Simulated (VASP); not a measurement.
Write the native input for VASP 6.6.1 that does the following.

- Task: relaxation of cell and atoms
- Functional: PBE
- Potentials or basis: VASP PAW PBE potentials, release 64 (Be)
- Cutoff: 600 eV
- k mesh: 22 × 22 × 22
- Occupations: fermi-dirac, width 0.05 eV
- Spin: no spin polarisation
- Target pressure: 140 GPa
- Dipole correction: no
- Further INCAR settings: ALGO = Normal; EDIFF = 1e-07; IBRION = 2; EDIFFG = -0.005; NSW = 60; ISIF = 3

The structure of Be lies in POSCAR:

```
Be
1.0
    1.7038654190      0.0000000000      0.0000000000
    0.0000000000      1.7038654190      0.0000000000
    0.0000000000      0.0000000000      1.7038654190
Be
1
Direct
    0.0000000000      0.0000000000      0.0000000000
```

This isn't the form of Be at room conditions, which is hcp.

The input as run:

INCAR

```
PREC = Accurate
ENCUT = 600
EDIFF = 1E-7
ISMEAR = -1
SIGMA = 0.05
LREAL = F
LASPH = T
NELM = 120
ALGO = Normal
ISIF = 3
LWAVE = F
LCHARG = F
GGA = PE
IBRION = 2
NSW = 60
EDIFFG = -0.005
PSTRESS = 1400.0
GGA_COMPAT = F
NELMIN = 4
```

KPOINTS

```
regular mesh
0
Gamma
  22 22 22
```

Potentials or basis: VASP PAW PBE potentials, release 64 (Be).

Command:

```bash
$ cat potpaw_PBE.64/Be/POTCAR > POTCAR
$ mpirun -np 1 vasp_std > vasp.out
```

Results of the run:

```yaml
Relaxed_volume: 5.38 Å³/atom
Relaxed_cell: a = 1.752 Å, b = 1.752 Å, c = 1.752 Å, α = 90.00°, β = 90.00°, γ = 90.00°
Space_group_after_relaxing_to_0.1_Å: Pm-3m (No. 221)
Energy_change_on_relaxing_the_run_minimises_the_enthalpy: -430.0 meV/atom
Ionic_steps: 4
Pressure_after_relaxing: 140.1 GPa
Band_gap_on_the_k_mesh: zero (bands 1 and 2 overlap by 8.71 eV)
```

Caveat: the cell is relaxed towards a set pressure, so the run minimises the enthalpy, not the energy.

Wall time 5 s on 1 thread of Intel(R) Xeon(R) 6975P-C (Granite Rapids), on a shared host, peak memory 0.11 GiB.
